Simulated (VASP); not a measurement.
# WS2 (P-6m2) in VASP: notebook

WS2 is run at these levels: PBE+D3(BJ); tasks: single point.

Program: VASP 6.6.1. These are calculated values, not measurements. Logs are shortened: lines on timing, memory, paths and dates and some standing lists are left out, and cuts for length are marked.

### 1 The cell of the first run

The structure is hexagonal, space group P-6m2 (No. 187). The conventional cell has a = 3.119 Å, b = 3.119 Å, c = 6.374 Å, α = 90.00°, β = 90.00°, γ = 120.00°. W (site symmetry -6m2) has 6 S at 2.40 Å and 6 W at 3.12 Å within 3.2 Å. Within 3.3 Å of S (site symmetry 3m) lie 3 W at 2.40 Å and 8 S at 3.12 to 3.22 Å.

### 2 Single point, PBE+D3(BJ)

File INCAR:

```
SYSTEM = WS2
PREC = Accurate ; ENCUT = 520
EDIFF = 1E-6 ; ISMEAR = 0
SIGMA = 0.02 ; LREAL = .FALSE.
LASPH = .TRUE. ; NELM = 60
ALGO = Normal ; ISIF = 2
LWAVE = .FALSE. ; LCHARG = .TRUE.
GGA = PE ; IVDW = 12
LELF = .TRUE. ; LVHAR = .TRUE.
NBANDS = 20
```

File KPOINTS:

```
Automatic mesh
0
G
  12 12 4
  0 0 0
```

File POSCAR:

```
WS2
1.0
    3.1189094054      0.0000000000      0.0000000000
   -1.5594547027      2.7010547772      0.0000000000
    0.0000000000      0.0000000000      6.3743264276
W S
1 2
Direct
    0.3333333333      0.6666666667      0.0000000000
    0.6666666667      0.3333333333      0.7522689663
    0.6666666667      0.3333333333      0.2477310337
```

Potentials or basis: VASP PAW PBE potentials, release 64 (W_sv, S).

The run is started by

```sh
$ cat potpaw_PBE.64/W_sv/POTCAR potpaw_PBE.64/S/POTCAR > POTCAR
$ mpirun -np 1 vasp_std > vasp.out
```

OUTCAR:

```text
SYSTEM = WS2
   PREC = Accurate
   ENCUT = 520
   EDIFF = 1E-6
   ISMEAR = 0
   LREAL = .FALSE.
   LASPH = .TRUE.
   NELM = 60
   ISIF = 2
   GGA = PE
   IVDW = 12
 IVDW          = 12

 ion  position               nearest neighbor table
   1  0.333  0.667  0.000-   2 2.40   3 2.40   2 2.40   3 2.40   2 2.40   3 2.40
   2  0.667  0.333  0.752-   1 2.40   1 2.40   1 2.40
   3  0.667  0.333  0.248-   1 2.40   1 2.40   1 2.40

  LATTYP: Found a hexagonal cell.
 ALAT       =     3.1189094054
 C/A-ratio  =     2.0437677403

  Lattice vectors:

 A1 = (   3.1189094054,   0.0000000000,   0.0000000000)
 A2 = (  -1.5594547027,   2.7010547772,   0.0000000000)
 A3 = (   0.0000000000,   0.0000000000,   6.3743264276)

Analysis of symmetry for initial positions (statically):
=====================================================================
 Subroutine PRICEL returns:
 Original cell was already a primitive cell.

 Routine SETGRP: Setting up the symmetry group for a
 hexagonal supercell.

 Subroutine GETGRP returns: Found 12 space group operations
 (whereof 12 operations were pure point group operations)
 out of a pool of 24 trial point group operations.

The static configuration has the point symmetry D_3h.

Analysis of symmetry for dynamics (positions and initial velocities):
=====================================================================
 Subroutine PRICEL returns:
 Original cell was already a primitive cell.

 Routine SETGRP: Setting up the symmetry group for a
 hexagonal supercell.

 Subroutine GETGRP returns: Found 12 space group operations
 (whereof 12 operations were pure point group operations)
 out of a pool of 24 trial point group operations.

The dynamic configuration has the point symmetry D_3h.

 Subroutine INISYM returns: Found 12 space group operations
 (whereof 12 operations are pure point group operations),
 and found     1 'primitive' translations

----------------------------------------------------------------------------------------

                                     Primitive cell

  volume of cell :      53.6995

  direct lattice vectors                    reciprocal lattice vectors
     3.118909405  0.000000000  0.000000000     0.320624895  0.185112869  0.000000000
    -1.559454703  2.701054777  0.000000000     0.000000000  0.370225739  0.000000000
     0.000000000  0.000000000  6.374326428     0.000000000  0.000000000  0.156879321

  length of vectors
     3.118909405  3.118909405  6.374326428     0.370225739  0.370225739  0.156879321

  position of ions in fractional coordinates (direct lattice)
     0.333333333  0.666666667  0.000000000
     0.666666667  0.333333333  0.752268966
     0.666666667  0.333333333  0.247731034

  ion indices of the primitive-cell ions
   primitive index   ion index
                 1           1
                 2           2
                 3           3

----------------------------------------------------------------------------------------

 KPOINTS: Automatic mesh

Automatic generation of k-mesh.
 Grid dimensions read from file:
 generate k-points for:   12   12    4

 Generating k-lattice:

  Cartesian coordinates                     Fractional coordinates (reciprocal lattice)
     0.026718741  0.015426072  0.000000000     0.083333333  0.000000000  0.000000000
     0.000000000  0.030852145  0.000000000     0.000000000  0.083333333  0.000000000
     0.000000000  0.000000000  0.039219830     0.000000000  0.000000000  0.250000000

  Length of vectors
     0.030852145  0.030852145  0.039219830

  Shift w.r.t. Gamma in fractional coordinates (k-lattice)
     0.000000000  0.000000000  0.000000000

 Subroutine IBZKPT returns following result:
 ===========================================

 Found     57 irreducible k-points:

 Following reciprocal coordinates:
            Coordinates               Weight
  0.000000  0.000000  0.000000      1.000000
  0.083333  0.000000  0.000000      6.000000
  0.166667  0.000000  0.000000      6.000000
  0.250000  0.000000  0.000000      6.000000
  0.333333  0.000000  0.000000      6.000000
  0.416667  0.000000  0.000000      6.000000
[... 16 lines left out ...]
  0.250000  0.000000  0.250000     12.000000
  0.333333  0.000000  0.250000     12.000000
 [... further k-points ...]
   k-points           NKPTS =     57   k-points in BZ     NKDIM =     57   number of bands    NBANDS=     20
   number of dos      NEDOS =    301   number of ions     NIONS =      3
   total plane-waves  NPLWV =  27648
   dimension x,y,z NGX =    24 NGY =   24 NGZ =   48
   dimension x,y,z NGXF=    48 NGYF=   48 NGZF=   96
   ions per type =               1   2
   NGX,Y,Z   is equivalent  to a cutoff of  12.79, 12.79, 12.52 a.u.
   NGXF,Y,Z  is equivalent  to a cutoff of  25.59, 25.59, 25.04 a.u.
 SYSTEM =  WS2
   PREC   = accura    normal or accurate (medium, high low for compatibility)
   ISTART =      0    job   : 0-new  1-cont  2-samecut
   ICHARG =      2    charge: 1-file 2-atom 10-const
   ISPIN  =      1    spin polarized calculation?
   LNONCOLLINEAR =      F non collinear calculations
   LSORBIT =      F    spin-orbit coupling
   LASPH  =      T    aspherical Exc in radial PAW
   ENCUT  =  520.0 eV  38.22 Ry    6.18 a.u.   5.80  5.80 11.85*2*pi/ulx,y,z
   NELM   =     60;   NELMIN=  2; NELMDL= -5     # of ELM steps
   EDIFF  = 0.1E-05   stopping-criterion for ELM
   LREAL  =      F    real-space projection
   EDIFFG = 0.1E-04   stopping-criterion for IOM
   NSW    =      0    number of steps for IOM
   IBRION =     -1    ionic relax: 0-MD 1-quasi-New 2-CG
   NFREE  =      0    steps in history (QN), initial steepest desc. (CG)
   ISIF   =      2    stress and relaxation
   ISYM   =      2    0-nonsym 1-usesym 2-fastsym
   POTIM  = 0.5000    time-step for ionic-motion
   TEBEG  =    0.0;   TEEND  =   0.0 temperature during run
   PSTRESS=    0.0 pullay stress
   NELECT =      26.0000    total number of electrons
   NUPDOWN=      -1.0000    fix difference up-down
   EMIN   =  10.00;   EMAX   =-10.00  energy-range for DOS
   EFERMI =   0.00;   METHOD = LEGACY
   ISMEAR =     0;   SIGMA  =   0.02  broadening in eV -4-tet -1-fermi 0-gaus
   EFERMI_NEDOS =   21; number of points for ismear=-14 and -15
   IALGO  =     38    algorithm
   IMIX   =      4    mixing-type and parameters
     AMIX     =   0.40;   BMIX     =  1.00
     AMIX_MAG =   1.60;   BMIX_MAG =  1.00
  volume/ion in A,a.u.               =      17.90       120.79
  Fermi-wavevector in a.u.,A,eV,Ry     =   1.285511  2.429264 22.484152  1.652539
  Thomas-Fermi vector in A             =   2.417641
   LORBIT       =      0    0 simple, 1 ext, 2 COOP (PROOUT), +10 PAW based schemes
   GGA     = PE    functional components
   LHFCALC =     F    Hartree Fock is set to
   AEXX    =    0.0000 exact exchange contribution
   IVDW    =    12    specifies the selected vdW correction
   LEPSILON=     F    determine dielectric tensor
   LRPA    =     F    only Hartree local field effects (RPA)
 non-spin polarized calculation
 Gauss-broadening in eV      SIGMA  =   0.02
  energy-cutoff  :      520.00
  volume of cell :       53.70
 maximum number of plane-waves:      1460
 NGX is ok and might be reduce to    24
   NGX = 11   NGY = 11   NGZ = 23

 number of electron      25.9999996 magnetization

 Free energy of the ion-electron system (eV)
  ---------------------------------------------------
  ext. energy  EPLUGINS =         0.00000000
  ---------------------------------------------------
  free energy    TOTEN  =       -23.49622165 eV

  energy without entropy =      -23.49622165  energy(sigma->0) =      -23.49622165

 E-fermi :   7.5872     XC(G=0): -10.8007

 val. band max:        7.2893798167   @ k =   0.0000   0.0000   0.5000
 cond. band min:       8.3197535409   @ k =   0.1667   0.1667   0.0000
 fundamental gap:      1.0303737243
 Fermi energy:         7.5871668634

 k-point     1 :       0.0000    0.0000    0.0000
  band No.  band energies     occupation
      1     -67.1744      2.00000
      2     -31.4703      2.00000
      3     -31.2412      2.00000
      4     -31.2412      2.00000
      5      -8.3365      2.00000
      6      -6.4307      2.00000
[... 12 lines left out ...]
     19      15.4606      0.00000
     20      16.0412      0.00000

 k-point     2 :       0.0833    0.0000    0.0000
  band No.  band energies     occupation
      1     -67.1729      2.00000
      2     -31.4651      2.00000
      3     -31.2695      2.00000
      4     -31.2478      2.00000
      5      -8.2136      2.00000
      6      -6.3867      2.00000
[... 12 lines left out ...]
     19      15.5362      0.00000
     20      16.5430      0.00000

 k-point     3 :       0.1667    0.0000    0.0000
  band No.  band energies     occupation
      1     -67.1687      2.00000
      2     -31.4511      2.00000
      3     -31.3462      2.00000
      4     -31.2655      2.00000
      5      -7.8626      2.00000
      6      -6.2615      2.00000
[... 12 lines left out ...]
     19      15.6403      0.00000
     20      16.6664      0.00000

 k-point     4 :       0.2500    0.0000    0.0000
  band No.  band energies     occupation
      1     -67.1631      2.00000
      2     -31.4492      2.00000
      3     -31.4319      2.00000
      4     -31.2897      2.00000
      5      -7.3376      2.00000
      6      -6.0767      2.00000
[... 12 lines left out ...]
     19      15.6678      0.00000
     20      16.2766      0.00000

 k-point     5 :       0.3333    0.0000    0.0000
  band No.  band energies     occupation
      1     -67.1575      2.00000
      2     -31.5506      2.00000
      3     -31.4126      2.00000
      4     -31.3138      2.00000
      5      -6.7358      2.00000
      6      -5.8721      2.00000
[... 12 lines left out ...]
     19      14.8069      0.00000
     20      15.4972      0.00000

 k-point     6 :       0.4167    0.0000    0.0000
  band No.  band energies     occupation
      1     -67.1535      2.00000
      2     -31.6238      2.00000
      3     -31.3984      2.00000
      4     -31.3313      2.00000
      5      -6.2178      2.00000
      6      -5.7065      2.00000
[... 12 lines left out ...]
     19      14.2808      0.00000
     20      15.1544      0.00000

 k-point     7 :       0.5000    0.0000    0.0000
  band No.  band energies     occupation
      1     -67.1520      2.00000
      2     -31.6503      2.00000
      3     -31.3932      2.00000
      4     -31.3377      2.00000
      5      -6.0032      2.00000
      6      -5.6417      2.00000
[... 12 lines left out ...]
     19      14.1907      0.00000
     20      15.0912      0.00000
[... 277 lines left out ...]
 k-point    20 :       0.0000    0.0000    0.2500
  band No.  band energies     occupation
      1     -67.1744      2.00000
      2     -31.4703      2.00000
      3     -31.2412      2.00000
      4     -31.2412      2.00000
      5      -8.2543      2.00000
      6      -6.6000      2.00000
[... 12 lines left out ...]
     19      15.5441      0.00000
     20      15.9893      0.00000

 k-point    21 :       0.0833    0.0000    0.2500
  band No.  band energies     occupation
      1     -67.1728      2.00000
      2     -31.4652      2.00000
      3     -31.2695      2.00000
      4     -31.2478      2.00000
      5      -8.1310      2.00000
      6      -6.5516      2.00000
[... 12 lines left out ...]
     19      15.7706      0.00000
     20      16.2932      0.00000

 k-point    22 :       0.1667    0.0000    0.2500
  band No.  band energies     occupation
      1     -67.1687      2.00000
      2     -31.4511      2.00000
      3     -31.3461      2.00000
      4     -31.2655      2.00000
      5      -7.7793      2.00000
      6      -6.4138      2.00000
[... 12 lines left out ...]
     19      15.8379      0.00000
     20      16.4395      0.00000

 k-point    23 :       0.2500    0.0000    0.2500
  band No.  band energies     occupation
      1     -67.1632      2.00000
      2     -31.4492      2.00000
      3     -31.4319      2.00000
      4     -31.2897      2.00000
      5      -7.2549      2.00000
      6      -6.2098      2.00000
[... 12 lines left out ...]
     19      15.2907      0.00000
     20      16.2952      0.00000

 k-point    24 :       0.3333    0.0000    0.2500
  band No.  band energies     occupation
      1     -67.1576      2.00000
      2     -31.5506      2.00000
      3     -31.4126      2.00000
      4     -31.3138      2.00000
      5      -6.6580      2.00000
      6      -5.9814      2.00000
[... 12 lines left out ...]
     19      14.5625      0.00000
     20      15.7893      0.00000

 [... further k-points ...]

------------------------ aborting loop because EDIFF is reached ----------------------------------------

 Edisp (eV)   -1.26577

 E8    (eV) :    -0.5313

  FORCE on cell =-STRESS in cart. coord.  units (eV):
  Direction    XX          YY          ZZ          XY          YZ          ZX
  --------------------------------------------------------------------------------------
  -------------------------------------------------------------------------------------
  Total       1.33795     1.33795     1.34121     0.00000    -0.00000     0.00000
  in kB      39.91894    39.91894    40.01619     0.00000    -0.00000     0.00000
  external pressure =       39.95 kB  Pullay stress =        0.00 kB

 VOLUME and BASIS-vectors are now :
 -----------------------------------------------------------------------------
  energy-cutoff  :      520.00
  volume of cell :       53.70
      direct lattice vectors                 reciprocal lattice vectors
     3.118909405  0.000000000  0.000000000     0.320624895  0.185112869  0.000000000
    -1.559454703  2.701054777  0.000000000     0.000000000  0.370225739  0.000000000
     0.000000000  0.000000000  6.374326428     0.000000000  0.000000000  0.156879321

 POSITION                                       TOTAL-FORCE (eV/Angst)
 -----------------------------------------------------------------------------------
     -0.00000      1.80070      0.00000         0.000000      0.000000      0.000000
      1.55945      0.90035      4.79521        -0.000000     -0.000000     -0.001759
      1.55945      0.90035      1.57912        -0.000000      0.000000      0.001759
 -----------------------------------------------------------------------------------
    total drift:                               -0.000000      0.000000     -0.000000

  FREE ENERGIE OF THE ION-ELECTRON SYSTEM (eV)
  ---------------------------------------------------
  free  energy   TOTEN  =       -24.7619912206 eV

  energy  without entropy=      -24.7619912206  energy(sigma->0) =      -24.76199122
```

Run time: 55 s. Hardware: 1 thread of Intel Xeon 8259CL, shared host; peak memory 0.21 GiB.

What came out:

```yaml
Free_energy: -24.7620 eV
Pressure: 4.0 GPa
Band_gap_on_the_k_mesh: 1.03 eV (least direct gap 2.01 eV)
Dispersion_energy_per_atom: -0.422 eV
```

Caveat: the cell stands under pressure; spin-orbit coupling is left out, which moves the levels of the heavy elements.

(Part 1 of 2 ends here.)
